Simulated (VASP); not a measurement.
# LiSi16 (a cell with a defect) in VASP: a series of runs

LiSi16 (a cell with a defect) is run at these levels: PBE; tasks: single point.

Everything below comes from runs of VASP 6.6.1. Logs are shortened: lines on timing, memory, paths and dates and some standing lists are left out, and cuts for length are marked.

**1. The cell of the first run**

The cell holds a defect, 17 atoms: a = 7.679 Å, b = 7.679 Å, c = 7.679 Å, α = 60.00°, β = 60.00°, γ = 60.00°.

**2. Single point, PBE, collinear spin, zero start**

The input, INCAR:

```
PREC     = Accurate       # precision mode
ENCUT    = 520            # plane-wave cutoff, eV
EDIFF    = 1E-7           # SCF threshold, eV
ISMEAR   = 0              # smearing method
SIGMA    = 0.05           # smearing width, eV
LREAL    = Auto         
LASPH    = T              # aspherical terms in the spheres
NELM     = 150            # most SCF steps
ALGO     = Normal         # electronic algorithm
ISIF     = 2              # what is computed and relaxed
LWAVE    = F              # write WAVECAR
LCHARG   = F              # write CHGCAR
ISPIN    = 2              # spin polarisation
MAGMOM   = 0 0 0 0 0 0 0 0 0 0 0 0 0 0 0 0 0 # initial moments
LORBIT   = 11             # projections on sites
GGA      = PE             # functional
NBANDS   = 52             # bands
```

The input, KPOINTS:

```
Automatic mesh
0
Gamma
  2 2 2
```

The input, POSCAR:

```
LiSi16
1.0
    0.0000000000      5.4300000000      5.4300000000
    5.4300000000      0.0000000000      5.4300000000
    5.4300000000      5.4300000000      0.0000000000
Si Li
16 1
Direct
   -0.0022864641     -0.0024282689     -0.0061466851
    0.1200471455      0.1199057090      0.1235657459
   -0.0018447514     -0.0019972376      0.4979548803
    0.1221689687      0.1220105893      0.6219608656
   -0.0119780847      0.4993806630     -0.0006589319
    0.1195907919      0.6231747698      0.1231318600
   -0.0022861878      0.4939022099      0.4975272560
    0.1200497238      0.6236110497      0.6198639042
    0.4995242173     -0.0121157459     -0.0006415285
    0.6233228361      0.1194467772      0.1231425414
    0.4940584715     -0.0024275322      0.4975279006
    0.6237555249      0.1199168508      0.6198722836
    0.4989147330      0.4987596685     -0.0012887661
    0.6211949355      0.6210551565      0.1210111418
    0.4995294659      0.4994034991      0.4878408840
    0.6233260589      0.6231888582      0.6194015654
    0.3710003683      0.3708721915      0.8708316759
```

Potentials or basis: VASP PAW PBE potentials, release 64 (Si, Li_sv).

Started as:

```bash
> cat potpaw_PBE.64/Si/POTCAR potpaw_PBE.64/Li_sv/POTCAR > POTCAR
> mpirun -np 1 vasp_std > vasp.out
```

OUTCAR:

```text
PREC = Accurate
   ENCUT = 520
   EDIFF = 1E-7
   ISMEAR = 0
   LREAL = Auto
   LASPH = T
   NELM = 150
   ISIF = 2
   ISPIN = 2
   LORBIT = 11
   GGA = PE

 ion  position               nearest neighbor table
   1  0.998  0.998  0.994-   4 2.33   2 2.35  10 2.35   6 2.35
   2  0.120  0.120  0.124-   1 2.35   3 2.35   5 2.38   9 2.38  17 2.73
   3  0.998  0.998  0.498-   4 2.33   2 2.35   8 2.35  12 2.35
   4  0.122  0.122  0.622-  11 2.33   7 2.33   1 2.33   3 2.33
   5  0.988  0.499  0.999-  14 2.30   6 2.38   2 2.38   8 2.38  17 2.40
   6  0.120  0.623  0.123-   7 2.35   1 2.35   5 2.38  13 2.38  17 2.74
   7  0.998  0.494  0.498-   4 2.33   8 2.35  16 2.35   6 2.35
   8  0.120  0.624  0.620-   7 2.35   3 2.35   5 2.38  15 2.38  17 2.73
   9  0.500  0.988  0.999-  14 2.30  10 2.38   2 2.38  12 2.38  17 2.40
  10  0.623  0.119  0.123-  11 2.35   1 2.35   9 2.38  13 2.38  17 2.74
  11  0.494  0.998  0.498-   4 2.33  16 2.35  10 2.35  12 2.35
  12  0.624  0.120  0.620-  11 2.35   3 2.35   9 2.38  15 2.38  17 2.73
  13  0.499  0.499  0.999-  14 2.30  16 2.38  10 2.38   6 2.38  17 2.41
  14  0.621  0.621  0.121-   5 2.30   9 2.30  15 2.30  13 2.30
  15  0.500  0.499  0.488-  14 2.30  16 2.38   8 2.38  12 2.38  17 2.40
  16  0.623  0.623  0.619-  11 2.35   7 2.35  15 2.38  13 2.38  17 2.74
  17  0.371  0.371  0.871-   5 2.40   9 2.40  15 2.40  13 2.41  12 2.73   8 2.73   2 2.73   6 2.74
                            10 2.74  16 2.74

  LATTYP: Found a face centered cubic cell.
 ALAT       =    10.8600000000

  Lattice vectors:

 A1 = (   0.0000000000,   5.4300000000,   5.4300000000)
 A2 = (   5.4300000000,   0.0000000000,   5.4300000000)
 A3 = (   5.4300000000,   5.4300000000,   0.0000000000)

Analysis of symmetry for initial positions (statically):
=====================================================================
 Subroutine PRICEL returns:
 Original cell was already a primitive cell.

 Routine SETGRP: Setting up the symmetry group for a
 face centered cubic supercell.

 Subroutine GETGRP returns: Found  2 space group operations
 (whereof  1 operations were pure point group operations)
 out of a pool of 48 trial point group operations.

The static configuration has the point symmetry C_1 .
 The point group associated with its full space group is C_1h.

Analysis of symmetry for dynamics (positions and initial velocities):
=====================================================================
 Subroutine PRICEL returns:
 Original cell was already a primitive cell.

 Routine SETGRP: Setting up the symmetry group for a
 face centered cubic supercell.

 Subroutine GETGRP returns: Found  2 space group operations
 (whereof  1 operations were pure point group operations)
 out of a pool of 48 trial point group operations.

The dynamic configuration has the point symmetry C_1 .
 The point group associated with its full space group is C_1h.

Analysis of structural, dynamic, and magnetic symmetry:
=====================================================================
 Subroutine PRICEL returns:
 Original cell was already a primitive cell.

 Routine SETGRP: Setting up the symmetry group for a
 face centered cubic supercell.

 Subroutine GETGRP returns: Found  2 space group operations
 (whereof  1 operations were pure point group operations)
 out of a pool of 48 trial point group operations.

The overall configuration has the point symmetry C_1 .
 The point group associated with its full space group is C_1h.

 Subroutine INISYM returns: Found  2 space group operations
 (whereof  1 operations are pure point group operations),
 and found     1 'primitive' translations

----------------------------------------------------------------------------------------

                                     Primitive cell

  volume of cell :     320.2060

  direct lattice vectors                    reciprocal lattice vectors
     0.000000000  5.430000000  5.430000000    -0.092081031  0.092081031  0.092081031
     5.430000000  0.000000000  5.430000000     0.092081031 -0.092081031  0.092081031
     5.430000000  5.430000000  0.000000000     0.092081031  0.092081031 -0.092081031

  length of vectors
     7.679179644  7.679179644  7.679179644     0.159489025  0.159489025  0.159489025
[... 79 lines left out ...]
   ions per type =              16   1
   NGX,Y,Z   is equivalent  to a cutoff of  12.99, 12.99, 12.99 a.u.
   NGXF,Y,Z  is equivalent  to a cutoff of  25.98, 25.98, 25.98 a.u.
 SYSTEM =  unknown system
   PREC   = accura    normal or accurate (medium, high low for compatibility)
   ISTART =      0    job   : 0-new  1-cont  2-samecut
   ICHARG =      2    charge: 1-file 2-atom 10-const
   ISPIN  =      2    spin polarized calculation?
   LNONCOLLINEAR =      F non collinear calculations
   LSORBIT =      F    spin-orbit coupling
   LASPH  =      T    aspherical Exc in radial PAW
   ENCUT  =  520.0 eV  38.22 Ry    6.18 a.u.  14.28 14.28 14.28*2*pi/ulx,y,z
   NELM   =    150;   NELMIN=  2; NELMDL= -5     # of ELM steps
   EDIFF  = 0.1E-06   stopping-criterion for ELM
   LREAL  =      T    real-space projection
   EDIFFG = 0.1E-05   stopping-criterion for IOM
   NSW    =      0    number of steps for IOM
   IBRION =     -1    ionic relax: 0-MD 1-quasi-New 2-CG
   NFREE  =      0    steps in history (QN), initial steepest desc. (CG)
   ISIF   =      2    stress and relaxation
   ISYM   =      2    0-nonsym 1-usesym 2-fastsym
   POTIM  = 0.5000    time-step for ionic-motion
   TEBEG  =    0.0;   TEEND  =   0.0 temperature during run
   PSTRESS=    0.0 pullay stress
   NELECT =      67.0000    total number of electrons
   NUPDOWN=      -1.0000    fix difference up-down
   EMIN   =  10.00;   EMAX   =-10.00  energy-range for DOS
   EFERMI =   0.00;   METHOD = LEGACY
   ISMEAR =     0;   SIGMA  =   0.05  broadening in eV -4-tet -1-fermi 0-gaus
   EFERMI_NEDOS =   21; number of points for ismear=-14 and -15
   IALGO  =     38    algorithm
   IMIX   =      4    mixing-type and parameters
     AMIX     =   0.40;   BMIX     =  1.00
     AMIX_MAG =   1.60;   BMIX_MAG =  1.00
  volume/ion in A,a.u.               =      18.84       127.11
  Fermi-wavevector in a.u.,A,eV,Ry     =   0.971904  1.836632 12.852022  0.944597
  Thomas-Fermi vector in A             =   2.102159
   LORBIT       =     11    0 simple, 1 ext, 2 COOP (PROOUT), +10 PAW based schemes
   GGA     = PE    functional components
   LHFCALC =     F    Hartree Fock is set to
   AEXX    =    0.0000 exact exchange contribution
   IVDW    =     0    specifies the selected vdW correction
   LEPSILON=     F    determine dielectric tensor
   LRPA    =     F    only Hartree local field effects (RPA)
 spin polarized calculation
 Gauss-broadening in eV      SIGMA  =   0.05
  energy-cutoff  :      520.00
  volume of cell :      320.21
 maximum number of plane-waves:      8646
 NGX is ok and might be reduce to    60
   NGX = 29   NGY = 29   NGZ = 29

 number of electron      67.0000001 magnetization      -0.0001071

 number of electron      67.0000001 magnetization       0.0000985

 Free energy of the ion-electron system (eV)
  ---------------------------------------------------
  ext. energy  EPLUGINS =         0.00000000
  ---------------------------------------------------
  free energy    TOTEN  =       -86.86746229 eV

  energy without entropy =      -86.85913542  energy(sigma->0) =      -86.86329885

 E-fermi :   6.6632     XC(G=0):  -9.5299

 val. band max:        6.6607197995   @ k =   0.0000   0.0000   0.0000
 cond. band min:       6.8340886253   @ k =   0.0000   0.0000   0.0000
 fundamental gap:      0.1733688258
 Fermi energy:         6.6632313885

 spin component 1

 k-point     1 :       0.0000    0.0000    0.0000
  band No.  band energies     occupation
      1     -40.4705      1.00000
      2      -5.9815      1.00000
      3      -3.7423      1.00000
      4      -3.6567      1.00000
      5      -3.6566      1.00000
      6      -3.6548      1.00000
[... 277 lines left out ...]
     44      10.2508      0.00000
     45      10.3300      0.00000
 Fermi energy:         6.6632313885

 spin component 2

 k-point     1 :       0.0000    0.0000    0.0000
  band No.  band energies     occupation
      1     -40.4705      1.00000
      2      -5.9815      1.00000
      3      -3.7423      1.00000
      4      -3.6567      1.00000
      5      -3.6566      1.00000
      6      -3.6548      1.00000
[... 277 lines left out ...]
     44      10.2509      0.00000
     45      10.3300      0.00000
 [bands above 45 left out]

------------------------ aborting loop because EDIFF is reached ----------------------------------------

  FORCE on cell =-STRESS in cart. coord.  units (eV):
  Direction    XX          YY          ZZ          XY          YZ          ZX
  --------------------------------------------------------------------------------------
  -------------------------------------------------------------------------------------
  Total        7.0577406      7.0620038      7.0620038      0.0064775      0.0071179      0.0064776
  in kB       35.3139902     35.3353216     35.3353216      0.0324105      0.0356148      0.0324110
  external PRESSURE =      35.3282111 kB  Pullay stress =       0.0000000 kB

 VOLUME and BASIS-vectors are now :
 -----------------------------------------------------------------------------
  energy-cutoff  :      520.00
  volume of cell :      320.21
      direct lattice vectors                 reciprocal lattice vectors
     0.000000000  5.430000000  5.430000000    -0.092081031  0.092081031  0.092081031
     5.430000000  0.000000000  5.430000000     0.092081031 -0.092081031  0.092081031
     5.430000000  5.430000000  0.000000000     0.092081031  0.092081031 -0.092081031

 POSITION                                       TOTAL-FORCE (eV/Angst)
 -----------------------------------------------------------------------------------
     10.81344     10.81421     10.83440        -0.001499     -0.001601      0.000630
      1.32205      1.32282      1.30294        -0.000424      0.000306     -0.000826
      8.12305      8.12388     10.83914        -0.003205     -0.003979     -0.003979
      4.03977      4.04063      1.32589        -0.009332     -0.010406     -0.010406
      8.13806     10.79138      8.07660        -0.001453     -0.004105     -0.004105
      4.05244      1.31798      4.03322        -0.004198      0.004362      0.004362
[... 9 lines left out ...]
      6.74727      6.74801      6.76858         0.003471      0.004093     -0.003296
      6.74245      6.74315      4.02837         0.007418      0.007486      0.007486
 -----------------------------------------------------------------------------------
    total drift:                               -0.004455      0.005972     -0.012798

  FREE ENERGIE OF THE ION-ELECTRON SYSTEM (eV)
  ---------------------------------------------------
  free  energy   TOTEN  =       -86.8674622860 eV

  energy  without entropy=      -86.8591354164  energy(sigma->0) =      -86.86329885

 total charge

# of ion       s       p       d       tot
------------------------------------------
    1        0.743   0.954   0.000   1.697
    2        0.737   0.948   0.000   1.686
    3        0.743   0.954   0.000   1.696
    4        0.734   0.968   0.000   1.702
    5        0.745   0.964   0.000   1.709
    6        0.737   0.949   0.000   1.686
[... 9 lines left out ...]
   16        0.737   0.949   0.000   1.686
   17        2.028   0.088   0.000   2.115
--------------------------------------------------
tot         13.869  15.398   0.000  29.267

 magnetization (x)

# of ion       s       p       d       tot
------------------------------------------
    1       -0.000   0.000   0.000   0.000
    2        0.000  -0.000   0.000   0.000
    3       -0.000   0.000   0.000   0.000
    4       -0.000  -0.000   0.000  -0.000
    5       -0.000   0.000   0.000   0.000
    6        0.000  -0.000   0.000   0.000
[... 9 lines left out ...]
   16        0.000  -0.000   0.000   0.000
   17        0.000  -0.000   0.000  -0.000
--------------------------------------------------
tot          0.000   0.000   0.000   0.000
```

Run time: 2.6 min. Hardware: 1 thread of Intel Xeon 6975P-C (Granite Rapids), shared host; peak memory 0.68 GiB.

What came out:

```
Free energy                                           : -86.8675 eV
Largest force                                         : 0.019 eV/Å
Net moment                                            : 0.00 μB per cell
Valence electrons inside the program's atomic spheres : Si 1.70, 1.69, 1.71 (each value once); Li 2.12
```

Forces on the atoms (eV/Å):
```
Si  -0.001 -0.002  0.001
Si   0.000  0.000 -0.001
Si  -0.003 -0.004 -0.004
Si  -0.009 -0.010 -0.010
Si  -0.001 -0.004 -0.004
Si  -0.004  0.004  0.004
Si  -0.001  0.001 -0.002
Si   0.000 -0.001  0.000
Si  -0.004 -0.001 -0.004
Si   0.003 -0.003  0.004
Si   0.001 -0.002 -0.002
Si  -0.001  0.000  0.000
Si   0.012  0.011  0.011
Si   0.003  0.004  0.004
Si  -0.004 -0.004 -0.001
Si   0.003  0.004 -0.003
Li   0.007  0.007  0.007
```

Caveat: the k points lie up to 0.50 Å⁻¹ apart; the cutoff is under 1.25 times the usual one of these potentials, so pressure, stress and relaxed cells hold a basis-set (Pulay) error.

[end of part 1 of 2]
